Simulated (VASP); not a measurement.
# AlAs (t.b) (F-43m) in VASP: single point with PBE

Aim: the single point of AlAs (t.b) with PBE.

Everything below comes from runs of VASP 6.6.1. Logs are shortened: lines on timing, memory, paths and dates and some standing lists are left out, and cuts for length are marked.

## Step 1: The cell of the first run

Symmetry: F-43m, No. 216, cubic system. Conventional cell: a = 5.728 Å, b = 5.728 Å, c = 5.728 Å, α = 90.00°, β = 90.00°, γ = 90.00°. Within 3.3 Å of Al (site symmetry -43m) lie 4 As at 2.48 Å. Within 3.3 Å of As (site symmetry -43m) lie 4 Al at 2.48 Å.

## Step 2: Single point, PBE

Contents of INCAR:

```
ALGO     = Normal         # electronic algorithm
EDIFF    = 1E-6           # SCF threshold, eV
ENCUT    = 500            # plane-wave cutoff, eV
GGA      = PE             # functional
GGA_COMPAT= False        
ISIF     = 2              # what is computed and relaxed
ISMEAR   = 0              # smearing method
LASPH    = True           # aspherical terms in the spheres
LCHARG   = False          # write CHGCAR
LREAL    = False          # projectors in reciprocal space
LWAVE    = False          # write WAVECAR
NBANDS   = 11             # bands
NELM     = 120            # most SCF steps
PREC     = Accurate       # precision mode
SIGMA    = 0.02           # smearing width, eV
```

Contents of KPOINTS:

```
k-points
0
Gamma
  8 8 8
```

Contents of POSCAR:

```
AlAs
1.0
    0.0000000000      2.8638562128      2.8638562128
    2.8638562128      0.0000000000      2.8638562128
    2.8638562128      2.8638562128      0.0000000000
Al As
1 1
Direct
    0.0000000000      0.0000000000      0.0000000000
    0.2500000000      0.2500000000      0.2500000000
```

Potentials or basis: VASP PAW PBE potentials, release 64 (Al, As).

Command:

```sh
$ cat potpaw_PBE.64/Al/POTCAR potpaw_PBE.64/As/POTCAR > POTCAR
$ mpirun -np 1 vasp_std > vasp.out
```

OUTCAR:

```text
EDIFF = 1E-6
   ENCUT = 500
   GGA = PE
   ISIF = 2
   ISMEAR = 0
   LASPH = True
   LREAL = False
   NELM = 120
   PREC = Accurate

 ion  position               nearest neighbor table
   1  0.000  0.000  0.000-   2 2.48   2 2.48   2 2.48   2 2.48
   2  0.250  0.250  0.250-   1 2.48   1 2.48   1 2.48   1 2.48

  LATTYP: Found a face centered cubic cell.
 ALAT       =     5.7277124256

  Lattice vectors:

 A1 = (   0.0000000000,   2.8638562128,   2.8638562128)
 A2 = (   2.8638562128,   0.0000000000,   2.8638562128)
 A3 = (   2.8638562128,   2.8638562128,   0.0000000000)

Analysis of symmetry for initial positions (statically):
=====================================================================
 Subroutine PRICEL returns:
 Original cell was already a primitive cell.

 Routine SETGRP: Setting up the symmetry group for a
 face centered cubic supercell.

 Subroutine GETGRP returns: Found 24 space group operations
 (whereof 24 operations were pure point group operations)
 out of a pool of 48 trial point group operations.

The static configuration has the point symmetry T_d .

Analysis of symmetry for dynamics (positions and initial velocities):
=====================================================================
 Subroutine PRICEL returns:
 Original cell was already a primitive cell.

 Routine SETGRP: Setting up the symmetry group for a
 face centered cubic supercell.

 Subroutine GETGRP returns: Found 24 space group operations
 (whereof 24 operations were pure point group operations)
 out of a pool of 48 trial point group operations.

The dynamic configuration has the point symmetry T_d .

 Subroutine INISYM returns: Found 24 space group operations
 (whereof 24 operations are pure point group operations),
 and found     1 'primitive' translations

----------------------------------------------------------------------------------------

                                     Primitive cell

  volume of cell :      46.9768

  direct lattice vectors                    reciprocal lattice vectors
     0.000000000  2.863856213  2.863856213    -0.174589771  0.174589771  0.174589771
     2.863856213  0.000000000  2.863856213     0.174589771 -0.174589771  0.174589771
     2.863856213  2.863856213  0.000000000     0.174589771  0.174589771 -0.174589771

  length of vectors
     4.050104297  4.050104297  4.050104297     0.302398354  0.302398354  0.302398354

  position of ions in fractional coordinates (direct lattice)
     0.000000000  0.000000000  0.000000000
     0.250000000  0.250000000  0.250000000

  ion indices of the primitive-cell ions
   primitive index   ion index
                 1           1
                 2           2

----------------------------------------------------------------------------------------

 KPOINTS: k-points

Automatic generation of k-mesh.
 Grid dimensions read from file:
 generate k-points for:    8    8    8

 Generating k-lattice:

  Cartesian coordinates                     Fractional coordinates (reciprocal lattice)
    -0.021823721  0.021823721  0.021823721     0.125000000  0.000000000  0.000000000
     0.021823721 -0.021823721  0.021823721     0.000000000  0.125000000  0.000000000
     0.021823721  0.021823721 -0.021823721     0.000000000  0.000000000  0.125000000

  Length of vectors
     0.037799794  0.037799794  0.037799794

  Shift w.r.t. Gamma in fractional coordinates (k-lattice)
     0.000000000  0.000000000  0.000000000

 Subroutine IBZKPT returns following result:
 ===========================================

 Found     29 irreducible k-points:

 Following reciprocal coordinates:
            Coordinates               Weight
  0.000000  0.000000  0.000000      1.000000
  0.125000  0.000000  0.000000      8.000000
  0.250000  0.000000  0.000000      8.000000
  0.375000  0.000000  0.000000      8.000000
  0.500000  0.000000  0.000000      4.000000
  0.125000  0.125000  0.000000      6.000000
[... 16 lines left out ...]
  0.500000  0.250000  0.125000     48.000000
 -0.375000  0.250000  0.125000     24.000000
 [... further k-points ...]
   k-points           NKPTS =     29   k-points in BZ     NKDIM =     29   number of bands    NBANDS=     11
   number of dos      NEDOS =    301   number of ions     NIONS =      2
   total plane-waves  NPLWV =  27000
   dimension x,y,z NGX =    30 NGY =   30 NGZ =   30
   dimension x,y,z NGXF=    60 NGYF=   60 NGZF=   60
   ions per type =               1   1
   NGX,Y,Z   is equivalent  to a cutoff of  12.31, 12.31, 12.31 a.u.
   NGXF,Y,Z  is equivalent  to a cutoff of  24.63, 24.63, 24.63 a.u.
 SYSTEM =  unknown system
   PREC   = accura    normal or accurate (medium, high low for compatibility)
   ISTART =      0    job   : 0-new  1-cont  2-samecut
   ICHARG =      2    charge: 1-file 2-atom 10-const
   ISPIN  =      1    spin polarized calculation?
   LNONCOLLINEAR =      F non collinear calculations
   LSORBIT =      F    spin-orbit coupling
   LASPH  =      T    aspherical Exc in radial PAW
   ENCUT  =  500.0 eV  36.75 Ry    6.06 a.u.   7.38  7.38  7.38*2*pi/ulx,y,z
   NELM   =    120;   NELMIN=  2; NELMDL= -5     # of ELM steps
   EDIFF  = 0.1E-05   stopping-criterion for ELM
   LREAL  =      F    real-space projection
   EDIFFG = 0.1E-04   stopping-criterion for IOM
   NSW    =      0    number of steps for IOM
   IBRION =     -1    ionic relax: 0-MD 1-quasi-New 2-CG
   NFREE  =      0    steps in history (QN), initial steepest desc. (CG)
   ISIF   =      2    stress and relaxation
   ISYM   =      2    0-nonsym 1-usesym 2-fastsym
   POTIM  = 0.5000    time-step for ionic-motion
   TEBEG  =    0.0;   TEEND  =   0.0 temperature during run
   PSTRESS=    0.0 pullay stress
   NELECT =       8.0000    total number of electrons
   NUPDOWN=      -1.0000    fix difference up-down
   EMIN   =  10.00;   EMAX   =-10.00  energy-range for DOS
   EFERMI =   0.00;   METHOD = LEGACY
   ISMEAR =     0;   SIGMA  =   0.02  broadening in eV -4-tet -1-fermi 0-gaus
   EFERMI_NEDOS =   21; number of points for ismear=-14 and -15
   IALGO  =     38    algorithm
   IMIX   =      4    mixing-type and parameters
     AMIX     =   0.40;   BMIX     =  1.00
     AMIX_MAG =   1.60;   BMIX_MAG =  1.00
  volume/ion in A,a.u.               =      23.49       158.51
  Fermi-wavevector in a.u.,A,eV,Ry     =   0.907424  1.714783 11.203288  0.823418
  Thomas-Fermi vector in A             =   2.031230
   LORBIT       =      0    0 simple, 1 ext, 2 COOP (PROOUT), +10 PAW based schemes
   GGA     = PE    functional components
   LHFCALC =     F    Hartree Fock is set to
   AEXX    =    0.0000 exact exchange contribution
   IVDW    =     0    specifies the selected vdW correction
   LEPSILON=     F    determine dielectric tensor
   LRPA    =     F    only Hartree local field effects (RPA)
 non-spin polarized calculation
 Gauss-broadening in eV      SIGMA  =   0.02
  energy-cutoff  :      500.00
  volume of cell :       46.98
 maximum number of plane-waves:      1243
 NGX is ok and might be reduce to    30
   NGX = 15   NGY = 15   NGZ = 15

 number of electron       7.9999999 magnetization

 Free energy of the ion-electron system (eV)
  ---------------------------------------------------
  ext. energy  EPLUGINS =         0.00000000
  ---------------------------------------------------
  free energy    TOTEN  =        -9.38797866 eV

  energy without entropy =       -9.38797866  energy(sigma->0) =       -9.38797866

 E-fermi :   3.6751     XC(G=0):  -8.9050

 val. band max:        3.5946390308   @ k =   0.0000   0.0000   0.0000
 cond. band min:       5.0889165982   @ k =   0.5000   0.5000   0.0000
 fundamental gap:      1.4942775674
 Fermi energy:         3.6751233839

 k-point     1 :       0.0000    0.0000    0.0000
  band No.  band energies     occupation
      1      -8.0765      2.00000
      2       3.5946      2.00000
      3       3.5946      2.00000
      4       3.5946      2.00000
      5       5.3780      0.00000
      6       7.8218      0.00000
      7       7.8218      0.00000
      8       7.8218      0.00000
      9      12.2778      0.00000
     10      12.5371      0.00000
     11      12.5371      0.00000

 k-point     2 :       0.1250    0.0000    0.0000
  band No.  band energies     occupation
      1      -7.9305      2.00000
      2       2.1701      2.00000
      3       3.4391      2.00000
      4       3.4391      2.00000
      5       6.1773      0.00000
      6       8.0948      0.00000
      7       8.0948      0.00000
      8       8.1794      0.00000
      9      11.9550      0.00000
     10      11.9550      0.00000
     11      12.9978      0.00000

 k-point     3 :       0.2500    0.0000    0.0000
  band No.  band energies     occupation
      1      -7.5268      2.00000
      2       0.2703      2.00000
      3       3.1309      2.00000
      4       3.1309      2.00000
      5       6.0627      0.00000
      6       8.4398      0.00000
      7       8.4398      0.00000
      8       9.8421      0.00000
      9      11.8450      0.00000
     10      11.8450      0.00000
     11      12.8858      0.00000

 k-point     4 :       0.3750    0.0000    0.0000
  band No.  band energies     occupation
      1      -7.0091      2.00000
      2      -1.2183      2.00000
      3       2.8839      2.00000
      4       2.8839      2.00000
      5       5.7338      0.00000
      6       8.3532      0.00000
      7       8.3532      0.00000
      8      11.1878      0.00000
      9      13.0882      0.00000
     10      13.0882      0.00000
     11      13.1120      0.00000
[... 239 lines left out ...]
 k-point    22 :       0.3750    0.2500    0.1250
  band No.  band energies     occupation
      1      -7.1899      2.00000
      2      -0.1164      2.00000
      3       1.7147      2.00000
      4       2.6510      2.00000
      5       7.1494      0.00000
      6       7.6970      0.00000
      7       8.8674      0.00000
      8       9.9916      0.00000
      9      11.6329      0.00000
     10      13.8713      0.00000
     11      15.3785      0.00000

 k-point    23 :       0.5000    0.2500    0.1250
  band No.  band energies     occupation
      1      -6.7257      2.00000
      2      -1.0858      2.00000
      3       1.1434      2.00000
      4       2.2861      2.00000
      5       7.2017      0.00000
      6       7.9805      0.00000
      7       9.2835      0.00000
      8      10.3451      0.00000
      9      12.7646      0.00000
     10      13.9693      0.00000
     11      15.5883      0.00000

 k-point    24 :      -0.3750    0.2500    0.1250
  band No.  band energies     occupation
      1      -6.4885      2.00000
      2      -1.5394      2.00000
      3       0.9925      2.00000
      4       2.1114      2.00000
      5       7.1752      0.00000
      6       7.8056      0.00000
      7      10.1341      0.00000
      8      11.0979      0.00000
      9      11.8140      0.00000
     10      14.4582      0.00000
     11      15.6793      0.00000

 [... further k-points ...]
[... 5 lines left out ...]
  --------------------------------------------------------------------------------------
  -------------------------------------------------------------------------------------
  Total        0.0534168      0.0534168      0.0534168      0.0000000      0.0000000      0.0000000
  in kB        1.8218172      1.8218172      1.8218172      0.0000000      0.0000000      0.0000000
  external PRESSURE =       1.8218172 kB  Pullay stress =       0.0000000 kB

 VOLUME and BASIS-vectors are now :
 -----------------------------------------------------------------------------
  energy-cutoff  :      500.00
  volume of cell :       46.98
      direct lattice vectors                 reciprocal lattice vectors
     0.000000000  2.863856213  2.863856213    -0.174589771  0.174589771  0.174589771
     2.863856213  0.000000000  2.863856213     0.174589771 -0.174589771  0.174589771
     2.863856213  2.863856213  0.000000000     0.174589771  0.174589771 -0.174589771

 POSITION                                       TOTAL-FORCE (eV/Angst)
 -----------------------------------------------------------------------------------
      0.00000      0.00000      0.00000         0.000000     -0.000000     -0.000000
      1.43193      1.43193      1.43193        -0.000000      0.000000      0.000000
 -----------------------------------------------------------------------------------
    total drift:                               -0.000000     -0.000000     -0.000000

  FREE ENERGIE OF THE ION-ELECTRON SYSTEM (eV)
  ---------------------------------------------------
  free  energy   TOTEN  =        -9.3879786622 eV

  energy  without entropy=       -9.3879786622  energy(sigma->0) =       -9.38797866
```

Wall time 8 s (1 thread of AMD EPYC 9R45 (Zen 5), shared host); peak memory 0.14 GiB.

What came out:

| Quantity | Value |
| --- | --- |
| Free energy | -9.3880 eV |
| Pressure | 0.2 GPa |
| Band gap on the k mesh | 1.49 eV, indirect (least direct gap 1.78 eV) |

Levels at points of the mesh, in eV from the valence-band top:
| k point | band 1 | band 2 | band 3 | band 4 | band 5 | band 6 | band 7 | band 8 | band 9 |
| --- | --- | --- | --- | --- | --- | --- | --- | --- | --- |
| (0.00, 0.00, 0.00) | -11.67 | 0.00 | 0.00 | 0.00 | 1.78 | 4.23 | 4.23 | 4.23 | 8.68 |
| (0.50, 0.00, 0.00) | -10.33 | -5.42 | -0.80 | -0.80 | 2.01 | 4.65 | 4.65 | 7.68 | 10.91 |
| (0.50, 0.50, 0.00) | -9.81 | -5.31 | -2.10 | -2.10 | 1.49 | 2.29 | 10.06 | 10.06 | 11.39 |

A k mesh can miss the band edges. PBE gaps usually lie below the measured ones, often by a third to a half.
